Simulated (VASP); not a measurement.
A run of VASP 6.6.1:

File INCAR:

```
SYSTEM = Al3GaO6
  PREC = Accurate
  ENCUT = 600
  EDIFF = 1E-6
  ISMEAR = 0
  SIGMA = 0.1
  LREAL = .FALSE.
  LASPH = .TRUE.
  NELM = 100
  ALGO = Normal
  ISIF = 3
  LWAVE = .FALSE.
  LCHARG = .FALSE.
  GGA = PS
  IBRION = 2
  NSW = 100
  EDIFFG = -0.05
```

KPOINTS

```
Automatic mesh
0
G
  6 6 4
  0 0 0
```

File POSCAR:

```
Al3GaO6
1.0
    6.0940705700     -1.5153350000      0.0000000000
    6.0940705700      1.5153350000      0.0000000000
   -1.3830545500      0.0000000000      5.6180891700
Al Ga O
3 1 6
Direct
    0.0905000000      0.0905000000      0.7946000000
    0.6586600000      0.6586600000      0.3140200000
    0.3413400000      0.3413400000      0.6859800000
    0.9095000000      0.9095000000      0.2054000000
    0.1645000000      0.1645000000      0.1098000000
    0.8355000000      0.8355000000      0.8902000000
    0.1733000000      0.1733000000      0.5632000000
    0.8267000000      0.8267000000      0.4368000000
    0.4959000000      0.4959000000      0.2566000000
    0.5041000000      0.5041000000      0.7434000000
```

Potentials or basis: VASP PAW PBE potentials, release 64 (Al, Ga_d, O).

Command:

```bash
$ cat potpaw_PBE.64/Al/POTCAR potpaw_PBE.64/Ga_d/POTCAR potpaw_PBE.64/O/POTCAR > POTCAR
$ mpirun -np 1 vasp_std > vasp.out
```

Hardware: 1 thread of Intel(R) Xeon(R) Platinum 8488C (Sapphire Rapids), with other jobs on the host.

Problem. How long does it take, and how much memory?

Solution. It took 36 min on 1 thread of Intel(R) Xeon(R) Platinum 8488C (Sapphire Rapids) (shared host), peak memory 0.46 GiB. Counts: scf iterations 76, k points 47, ion steps 10.
